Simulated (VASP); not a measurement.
Write the native input for VASP 6.6.1 that does the following.

* Task: relaxation of cell and atoms
* Functional: PBE
* Potentials or basis: VASP PAW PBE potentials, release 64 (Li_sv, Sb)
* Cutoff: 600 eV
* k mesh: 9 × 9 × 8
* Occupations: gaussian, width 0.1 eV
* Spin: no spin polarisation
* Dipole correction: no
* Further INCAR settings: ALGO = Normal; EDIFF = 1e-06; IBRION = 2; EDIFFG = -0.01; NSW = 100; ISIF = 3

The structure of LiSb7 lies in POSCAR:

```
LiSb7
1.0
    6.7070483210      0.0000000000      0.0000000000
   -3.3535241605      5.8084742304      0.0000000000
    0.0000000000      0.0000000000      5.5283413623
Li Sb
1 7
Direct
    0.0000000000      0.0000000000      0.5000000000
    0.9982373201      0.4991186601      0.5000000000
    0.5008813399      0.4991186601      0.5000000000
    0.5008813399      0.0017626799      0.5000000000
    0.1779787172      0.3559574345      0.0000000000
    0.1779787172      0.8220212828      0.0000000000
    0.6440425655      0.8220212828      0.0000000000
    0.6666666667      0.3333333333      0.0000000000
```

The input as run:

INCAR

```
PREC = Accurate
ENCUT = 600
EDIFF = 1E-6
ISMEAR = 0
SIGMA = 0.1
LREAL = F
LASPH = T
NELM = 100
ALGO = Normal
ISIF = 3
LWAVE = F
LCHARG = F
GGA = PE
IBRION = 2
NSW = 100
EDIFFG = -0.01
```

KPOINTS

```
regular mesh
0
Gamma
  9 9 8
```

Potentials or basis: VASP PAW PBE potentials, release 64 (Li_sv, Sb).

Launch:

```console
$ cat potpaw_PBE.64/Li_sv/POTCAR potpaw_PBE.64/Sb/POTCAR > POTCAR
$ mpirun -np 1 vasp_std > vasp.out
```

It gave:

```
Relaxed volume                         : 27.06 Å³/atom
Relaxed cell                           : a = 6.656 Å, b = 6.656 Å, c = 5.642 Å, α = 90.00°, β = 90.00°, γ = 120.00°
Space group after relaxing (to 0.05 Å) : P-6m2 (No. 187)
Energy gained by relaxing              : 24.4 meV/atom
Ionic steps                            : 21
Pressure after relaxing                : 0.0 GPa
Largest force after relaxing           : 0.005 eV/Å
Band gap on the k mesh                 : zero (band 19 reaches 8.81 eV, above the bottom of band 20 at 6.70 eV)
```

Caveat: the cutoff is under 1.25 times the usual one of these potentials, so pressure, stress and relaxed cells hold a basis-set (Pulay) error; spin-orbit coupling is left out, which moves the levels of the heavy elements.

Wall time 49 min on 1 thread of Intel(R) Xeon(R) Platinum 8488C (Sapphire Rapids), with other jobs on the host, peak memory 0.58 GiB.
